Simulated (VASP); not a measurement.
Runs of VASP 6.6.1 on Pt. The structure is that of space group Fm-3m (No. 225), or close to it. The cells are those of the table. 

```csv
cell,gap on the mesh (eV),pressure (GPa)
"a = 2.726 Å, angles 60.0°, 1 atom",none,(b)
"a = 2.810 Å, angles 60.0°, 1 atom",none,-11.4
"a = 2.755 Å, angles 60.0°, 1 atom",none,4.6
"a = 2.782 Å, angles 60.0°, 1 atom",none,(a)
"a = 2.836 Å, angles 60.0°, 1 atom",none,-17.3
```

Alike in all rows: task single point; level PBEsol; potentials or basis VASP PAW PBE potentials, release 64 (Pt); no spin polarisation; k mesh 13 × 13 × 13; cutoff (eV) 520; smearing methfessel-paxton 0.1 eV.

Problem. Estimate the missing entries.

Solution. (a) -4.2; (b) 15.3.

Caveats: the PAW data sets were made with another functional, which shifts forces and pressure a little; spin-orbit coupling is left out, which moves the levels of the heavy elements.

A k mesh can miss the band edges, and the runs leave out spin-orbit coupling on Pt.

A gap of «none» marks levels without a gap at the run's occupations.
